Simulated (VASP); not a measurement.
# Re (Fm-3m) in VASP: a series of runs, part 2 of 2

VASP 6.6.1.

## 3. Single point, LDA

INCAR

```
SYSTEM = Re
PREC     = Accurate       ! precision mode
ENCUT    = 520            ! plane-wave cutoff, eV
EDIFF    = 1E-6           ! SCF threshold, eV
ISMEAR   = -1             ! smearing method
SIGMA    = 0.1            ! smearing width, eV
LREAL    = .False.        ! projectors in reciprocal space
LASPH    = .True.         ! aspherical terms in the spheres
NELM     = 100            ! most SCF steps
ALGO     = Normal         ! electronic algorithm
ISIF     = 2              ! what is computed and relaxed
LWAVE    = .False.        ! write WAVECAR
LCHARG   = .False.        ! write CHGCAR
GGA      = CA             ! functional
NBANDS   = 10             ! bands
```

KPOINTS

```
regular mesh
0
Gamma
  17 17 17
  0 0 0
```

POSCAR

```
Re
1.0
    0.0000000000      1.9382981816      1.9382981816
    1.9382981816      0.0000000000      1.9382981816
    1.9382981816      1.9382981816      0.0000000000
Re
1
Direct
    0.0000000000      0.0000000000      0.0000000000
```

Potentials or basis: VASP PAW LDA potentials, release 64 (Re).

Command:

```
cat potpaw_LDA.64/Re/POTCAR > POTCAR
mpirun -np 1 vasp_std > vasp.out
```

OUTCAR:

```text
SYSTEM = Re
   PREC = Accurate
   ENCUT = 520
   EDIFF = 1E-6
   ISMEAR = -1
   LREAL = .False.
   LASPH = .True.
   NELM = 100
   ISIF = 2
   GGA = CA

 ion  position               nearest neighbor table
   1  0.000  0.000  0.000-

  LATTYP: Found a face centered cubic cell.
 ALAT       =     3.8765963632

  Lattice vectors:

 A1 = (   0.0000000000,   1.9382981816,   1.9382981816)
 A2 = (   1.9382981816,   0.0000000000,   1.9382981816)
 A3 = (   1.9382981816,   1.9382981816,   0.0000000000)

Analysis of symmetry for initial positions (statically):
=====================================================================
 Subroutine PRICEL returns:
 Original cell was already a primitive cell.

 Routine SETGRP: Setting up the symmetry group for a
 face centered cubic supercell.

 Subroutine GETGRP returns: Found 48 space group operations
 (whereof 48 operations were pure point group operations)
 out of a pool of 48 trial point group operations.

The static configuration has the point symmetry O_h .

Analysis of symmetry for dynamics (positions and initial velocities):
=====================================================================
 Subroutine PRICEL returns:
 Original cell was already a primitive cell.

 Routine SETGRP: Setting up the symmetry group for a
 face centered cubic supercell.

 Subroutine GETGRP returns: Found 48 space group operations
 (whereof 48 operations were pure point group operations)
 out of a pool of 48 trial point group operations.

The dynamic configuration has the point symmetry O_h .

 Subroutine INISYM returns: Found 48 space group operations
 (whereof 48 operations are pure point group operations),
 and found     1 'primitive' translations

----------------------------------------------------------------------------------------

                                     Primitive cell

  volume of cell :      14.5644

  direct lattice vectors                    reciprocal lattice vectors
     0.000000000  1.938298182  1.938298182    -0.257958246  0.257958246  0.257958246
     1.938298182  0.000000000  1.938298182     0.257958246 -0.257958246  0.257958246
     1.938298182  1.938298182  0.000000000     0.257958246  0.257958246 -0.257958246

  length of vectors
     2.741167576  2.741167576  2.741167576     0.446796789  0.446796789  0.446796789

  position of ions in fractional coordinates (direct lattice)
     0.000000000  0.000000000  0.000000000

  ion indices of the primitive-cell ions
   primitive index   ion index
                 1           1

----------------------------------------------------------------------------------------

 KPOINTS: regular mesh

Automatic generation of k-mesh.
 Grid dimensions read from file:
 generate k-points for:   17   17   17

 Generating k-lattice:

  Cartesian coordinates                     Fractional coordinates (reciprocal lattice)
    -0.015174014  0.015174014  0.015174014     0.058823529  0.000000000  0.000000000
     0.015174014 -0.015174014  0.015174014     0.000000000  0.058823529  0.000000000
     0.015174014  0.015174014 -0.015174014     0.000000000  0.000000000  0.058823529

  Length of vectors
     0.026282164  0.026282164  0.026282164

  Shift w.r.t. Gamma in fractional coordinates (k-lattice)
     0.000000000  0.000000000  0.000000000

 Subroutine IBZKPT returns following result:
 ===========================================

 Found    165 irreducible k-points:

 Following reciprocal coordinates:
            Coordinates               Weight
  0.000000  0.000000  0.000000      1.000000
  0.058824  0.000000  0.000000      8.000000
  0.117647  0.000000  0.000000      8.000000
  0.176471  0.000000  0.000000      8.000000
  0.235294  0.000000  0.000000      8.000000
  0.294118  0.000000  0.000000      8.000000
[... 16 lines left out ...]
 -0.176471  0.058824  0.000000     24.000000
 -0.117647  0.058824  0.000000     24.000000
 [... further k-points ...]
   k-points           NKPTS =    165   k-points in BZ     NKDIM =    165   number of bands    NBANDS=     10
   number of dos      NEDOS =    301   number of ions     NIONS =      1
   total plane-waves  NPLWV =   8000
   dimension x,y,z NGX =    20 NGY =   20 NGZ =   20
   dimension x,y,z NGXF=    40 NGYF=   40 NGZF=   40
   ions per type =               1
   NGX,Y,Z   is equivalent  to a cutoff of  12.13, 12.13, 12.13 a.u.
   NGXF,Y,Z  is equivalent  to a cutoff of  24.26, 24.26, 24.26 a.u.
 SYSTEM =  Re
   PREC   = accura    normal or accurate (medium, high low for compatibility)
   ISTART =      0    job   : 0-new  1-cont  2-samecut
   ICHARG =      2    charge: 1-file 2-atom 10-const
   ISPIN  =      1    spin polarized calculation?
   LNONCOLLINEAR =      F non collinear calculations
   LSORBIT =      F    spin-orbit coupling
   LASPH  =      T    aspherical Exc in radial PAW
   ENCUT  =  520.0 eV  38.22 Ry    6.18 a.u.   5.10  5.10  5.10*2*pi/ulx,y,z
   NELM   =    100;   NELMIN=  2; NELMDL= -5     # of ELM steps
   EDIFF  = 0.1E-05   stopping-criterion for ELM
   LREAL  =      F    real-space projection
   EDIFFG = 0.1E-04   stopping-criterion for IOM
   NSW    =      0    number of steps for IOM
   IBRION =     -1    ionic relax: 0-MD 1-quasi-New 2-CG
   NFREE  =      0    steps in history (QN), initial steepest desc. (CG)
   ISIF   =      2    stress and relaxation
   ISYM   =      2    0-nonsym 1-usesym 2-fastsym
   POTIM  = 0.5000    time-step for ionic-motion
   TEBEG  =    0.0;   TEEND  =   0.0 temperature during run
   PSTRESS=    0.0 pullay stress
   NELECT =       7.0000    total number of electrons
   NUPDOWN=      -1.0000    fix difference up-down
   EMIN   =  10.00;   EMAX   =-10.00  energy-range for DOS
   EFERMI =   0.00;   METHOD = LEGACY
   ISMEAR =    -1;   SIGMA  =   0.10  broadening in eV -4-tet -1-fermi 0-gaus
   EFERMI_NEDOS =   21; number of points for ismear=-14 and -15
   IALGO  =     38    algorithm
   IMIX   =      4    mixing-type and parameters
     AMIX     =   0.40;   BMIX     =  1.00
     AMIX_MAG =   1.60;   BMIX_MAG =  1.00
  volume/ion in A,a.u.               =      14.56        98.29
  Fermi-wavevector in a.u.,A,eV,Ry     =   1.282361  2.423311 22.374092  1.644449
  Thomas-Fermi vector in A             =   2.414677
   LORBIT       =      0    0 simple, 1 ext, 2 COOP (PROOUT), +10 PAW based schemes
   GGA     = CA    functional components
   LHFCALC =     F    Hartree Fock is set to
   AEXX    =    0.0000 exact exchange contribution
   IVDW    =     0    specifies the selected vdW correction
   LEPSILON=     F    determine dielectric tensor
   LRPA    =     F    only Hartree local field effects (RPA)
 non-spin polarized calculation
  energy-cutoff  :      520.00
  volume of cell :       14.56
 maximum number of plane-waves:       401
   NGX = 11   NGY = 11   NGZ = 11

 number of electron       7.0000001 magnetization

 Free energy of the ion-electron system (eV)
  ---------------------------------------------------
  ext. energy  EPLUGINS =         0.00000000
  ---------------------------------------------------
  free energy    TOTEN  =       -13.70637042 eV

  energy without entropy =      -13.67713542  energy(sigma->0) =      -13.69175292

 E-fermi :   8.2606     XC(G=0): -13.8975

 val. band max:        8.2534399799   @ k =  -0.2941   0.2941   0.1176
 cond. band min:       8.2685210958   @ k =  -0.4706   0.0588   0.0000
 fundamental gap:      0.0150811159
 Fermi energy:         8.2605904314

 k-point     1 :       0.0000    0.0000    0.0000
  band No.  band energies     occupation
      1      -1.8851      2.00000
      2       6.2823      2.00000
      3       6.2823      2.00000
      4       6.2823      2.00000
      5       9.5080      0.00001
      6       9.5080      0.00001
      7      22.2241      0.00000
      8      27.8961      0.00000
      9      27.8961      0.00000
     10      27.8961      0.00000
[... 287 lines left out ...]
 k-point    24 :      -0.1176    0.0588    0.0000
  band No.  band energies     occupation
      1      -0.8995      2.00000
      2       5.6629      2.00000
      3       6.7003      2.00000
      4       6.7247      2.00000
      5       8.9129      0.00293
      6       9.5743      0.00000
      7      23.9921      0.00000
      8      25.2168      0.00000
      9      28.7991      0.00000
     10      30.1820      0.00000

 [... further k-points ...]

------------------------ aborting loop because EDIFF is reached ----------------------------------------

  FORCE on cell =-STRESS in cart. coord.  units (eV):
  Direction    XX          YY          ZZ          XY          YZ          ZX
  --------------------------------------------------------------------------------------
  -------------------------------------------------------------------------------------
  Total       -0.3213423     -0.3213423     -0.3213423      0.0000000      0.0000000      0.0000000
  in kB      -35.3497846    -35.3497846    -35.3497846      0.0000000      0.0000000      0.0000000
  external PRESSURE =     -35.3497846 kB  Pullay stress =       0.0000000 kB

 VOLUME and BASIS-vectors are now :
 -----------------------------------------------------------------------------
  energy-cutoff  :      520.00
  volume of cell :       14.56
      direct lattice vectors                 reciprocal lattice vectors
     0.000000000  1.938298182  1.938298182    -0.257958246  0.257958246  0.257958246
     1.938298182  0.000000000  1.938298182     0.257958246 -0.257958246  0.257958246
     1.938298182  1.938298182  0.000000000     0.257958246  0.257958246 -0.257958246

 POSITION                                       TOTAL-FORCE (eV/Angst)
 -----------------------------------------------------------------------------------
      0.00000      0.00000      0.00000         0.000000     -0.000000     -0.000000
 -----------------------------------------------------------------------------------
    total drift:                                0.000000      0.000000     -0.000000

  FREE ENERGIE OF THE ION-ELECTRON SYSTEM (eV)
  ---------------------------------------------------
  free  energy   TOTEN  =       -13.7063704155 eV

  energy  without entropy=      -13.6771354200  energy(sigma->0) =      -13.69175292
```

Wall time 34 s (1 thread of Intel Xeon 8259CL, shared host); peak memory 0.14 GiB.

What came out:

```yaml
Free_energy: -13.7064 eV
Pressure: -3.5 GPa
Band_gap_on_the_k_mesh: zero (an odd number of electrons rules out a gap without spin polarisation)
```

Caveat: the cell stands under tension; spin-orbit coupling is left out, which moves the levels of the heavy elements.
